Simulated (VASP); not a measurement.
Here is a VASP 6.6.1 calculation.

Contents of INCAR:

```
SYSTEM = NaH
PREC     = Accurate       ! precision mode
ENCUT    = 600            ! plane-wave cutoff, eV
EDIFF    = 1E-7           ! SCF threshold, eV
ISMEAR   = 0              ! smearing method
SIGMA    = 0.01           ! smearing width, eV
LREAL    = .False.        ! projectors in reciprocal space
LASPH    = .True.         ! aspherical terms in the spheres
NELM     = 100            ! most SCF steps
ALGO     = Normal         ! electronic algorithm
ISIF     = 3              ! what is computed and relaxed
LWAVE    = .False.        ! write WAVECAR
LCHARG   = .False.        ! write CHGCAR
GGA      = PS             ! functional
IBRION   = 2              ! ionic algorithm
NSW      = 100            ! ionic steps
EDIFFG   = -0.002         ! ionic threshold
PSTRESS  = 70.0
```

KPOINTS

```
regular mesh
0
Gamma
  8 8 8
  0 0 0
```

Contents of POSCAR:

```
NaH
1.0
    2.3956768457      2.3956768457      0.0000000000
   -2.3956768457      2.3956768457      0.0000000000
    0.0000000000      2.3956768457      2.3956768457
Na H
1 1
Direct
    0.0000000000      0.0000000000      0.0000000000
    0.5000000000      0.5000000000      0.0000000000
```

Potentials or basis: VASP PAW PBE potentials, release 64 (Na_pv, H).

The run is started by

```bash
$ cat potpaw_PBE.64/Na_pv/POTCAR potpaw_PBE.64/H/POTCAR > POTCAR
$ mpirun -np 1 vasp_std > vasp.out
```

Predict the relaxed volume.

11.27 Å³/atom.

What does it give for the band gap on the k mesh?

3.93 eV (least direct gap 4.92 eV).

The path:
| step | energy change (eV) | largest force (eV/Å) | pressure (GPa) | volume (Å³) |
| --- | --- | --- | --- | --- |
| 1 | 0.0000 | 0.0000 | 0.03 | 27.50 |
| 2 | 0.0172 | 0.0000 | 2.52 | 25.19 |
| 3 | 0.0730 | 0.0000 | 5.99 | 23.03 |
| 4 | 0.0949 | 0.0000 | 7.11 | 22.49 |
| 5 | 0.0908 | 0.0000 | 6.84 | 22.59 |
| 6 | 0.0908 | 0.0000 | 6.89 | 22.59 |
| 7 | 0.0909 | 0.0000 | 6.89 | 22.58 |
| 8 | 0.0909 | 0.0000 | 6.91 | 22.58 |
| 9 | 0.0909 | 0.0000 | 6.91 | 22.58 |
| 10 | 0.0909 | 0.0000 | 6.91 | 22.58 |
| 11 | 0.0909 | 0.0000 | 6.91 | 22.58 |
| 12 | 0.0910 | 0.0000 | 6.90 | 22.58 |
| 13 | 0.0910 | 0.0000 | 6.90 | 22.58 |
| 14 | 0.0911 | 0.0000 | 6.92 | 22.58 |
| 15 | 0.0914 | 0.0000 | 6.94 | 22.57 |
| 16 | 0.0919 | 0.0000 | 6.97 | 22.56 |
| 17 | 0.0930 | 0.0000 | 7.02 | 22.54 |

Caveat: the cell is relaxed towards a set pressure, so the run minimises the enthalpy, not the energy; the volume moved by over 15 % at a fixed basis, so the end points are rough; the PAW data sets were made with another functional, which shifts forces and pressure a little. A k mesh can miss the band edges.
